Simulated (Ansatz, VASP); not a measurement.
## La3Zr in VASP and in Ansatz

```
CELL_PARAMETERS angstrom
0.00000 4.01710 4.01710
4.01710 0.00000 4.01710
4.01710 4.01710 0.00000
ATOMIC_POSITIONS crystal
La 0.25000 0.25000 0.25000
La 0.75000 0.75000 0.75000
La 0.50000 0.50000 0.50000
Zr 0.00000 0.00000 0.00000
```

Alike in both runs: functional PBE; k mesh 10 × 10 × 10; occupations gaussian, width 0.1 eV; collinear spin.

Ansatz relaxed the structure, and its values are those at the end. VASP's run is a single point on that final structure, the one shown.

```csv
,VASP,Ansatz
version,VASP 6.6.1,Ansatz 0.2.0
potentials or method,"VASP PAW PBE potentials, release 64 (La, Zr_sv), cutoff 520 eV","scalar-relativistic, plane waves, PAW"
valence electrons in the cell,45,45
```

```tsv
	VASP	Ansatz	Ansatz less VASP
gap on the k mesh at the Fermi level (eV)	none	none	-
pressure (GPa)	0.0	0.0	+0.05
net moment per atom (μB)	0.00	0.19	+0.190
size of the moment on the site where the two differ most (μB)	0.00	0.43	+0.428
```

The net moments are unlike, so the other rows may belong to different states. Site moments also hang on the region over which each program counts them. A gap of «none» marks a metal or a gap that the smearing closes.

Spin-orbit coupling is off throughout.
